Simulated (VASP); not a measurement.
A run of VASP 6.6.1 is set up as follows.

File POSCAR:

```
AlN
1.0
    3.1887772054      0.0000000000      0.0000000000
   -1.5943886027      2.7615620669      0.0000000000
    0.0000000000      0.0000000000      4.7291000000
Al N
2 2
Direct
    0.3333333333      0.6666666667      0.0000000000
    0.6666666667      0.3333333333      0.5000000000
    0.3333333333      0.6666666667      0.3850000000
    0.6666666667      0.3333333333      0.8850000000
```

INCAR.step1

```
SYSTEM = AlN
PREC = Accurate
ENCUT = 520
ISMEAR = 0
SIGMA = 0.05
LREAL = .False.
LASPH = .True.
NELM = 100
NBANDS = 16
GGA = PE
ALGO = Normal
EDIFF = 1E-4
LWAVE = .True.
LCHARG = .False.
```

File INCAR.step2:

```
SYSTEM = AlN
PREC = Accurate
ENCUT = 520
EDIFF = 1E-7
ISMEAR = 0
SIGMA = 0.05
LREAL = .False.
LASPH = .True.
NELM = 100
ALGO = Normal
ISIF = 2
LWAVE = .False.
LCHARG = .False.
METAGGA = R2SCAN
LMIXTAU = .True.
NBANDS = 16
ISTART = 1
```

Contents of KPOINTS:

```
Automatic mesh
0
Gamma
  12 12 6
  0 0 0
```

Potentials or basis: VASP PAW PBE potentials, release 64 (Al, N).

The run is started by

```bash
$ cat potpaw_PBE.64/Al/POTCAR potpaw_PBE.64/N/POTCAR > POTCAR
$ cp INCAR.step1 INCAR
$ mpirun -np 1 vasp_std > vasp.out
$ cp INCAR.step2 INCAR
$ mpirun -np 1 vasp_std > vasp.out
```

Question: What does it give for the pressure?

Answer: -0.3 GPa.

Question: Estimate the band gap on the k mesh.

Answer: 4.62 eV.

Forces in eV/Å, atoms in the order of the input:
```
Al   0.000  0.000 -0.958
Al   0.000  0.000 -0.958
N    0.000  0.000  0.958
N    0.000  0.000  0.958
```

Caveat: the cell differs from its parent crystal (strain +0.025 along x and y, -0.050 along z); the PAW data sets were made with another functional, which shifts forces and pressure a little. A k mesh can miss the band edges.
